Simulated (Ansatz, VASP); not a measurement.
**One calculation of Cu, two programs**

```
CELL_PARAMETERS angstrom
2.53076 0.00000 0.00000
-1.26538 2.19171 0.00000
0.00000 0.00000 8.26182
ATOMIC_POSITIONS crystal
Cu 0.66667 0.33333 0.75000
Cu 0.00000 0.00000 0.50000
Cu 0.33333 0.66667 0.25000
Cu 0.00000 0.00000 0.00000
```

Alike in both runs: functional LDA; k mesh 12 × 12 × 4; occupations fermi-dirac, width 0.05 eV; no spin polarisation.

|  | VASP | Ansatz |
| --- | --- | --- |
| version | VASP 6.6.1 | Ansatz 0.2.0 |
| potentials or method | VASP PAW LDA potentials, release 64 (Cu), cutoff 520 eV | all-electron LAPW, scalar-relativistic |
| task | single point | band structure |

VASP gave:

| Item | Value |
| --- | --- |
| gap on the k mesh at the Fermi level (eV) | none |
| pressure (GPa) | -7.4 |
| traceless stress, the component that is largest in VASP (GPa) | -0.36 |

Task: Which values does Ansatz return?

Result: gap on the k mesh at the Fermi level (eV): none; pressure (GPa): -8.3; traceless stress, the component that is largest in VASP (GPa): -0.33.

LDA's correlation is that of Perdew and Zunger in VASP and of Perdew and Wang (1992) in Ansatz. A gap of «none» marks a metal or a gap that the smearing closes. Ansatz ran all-electron here, and VASP with PAW potentials.
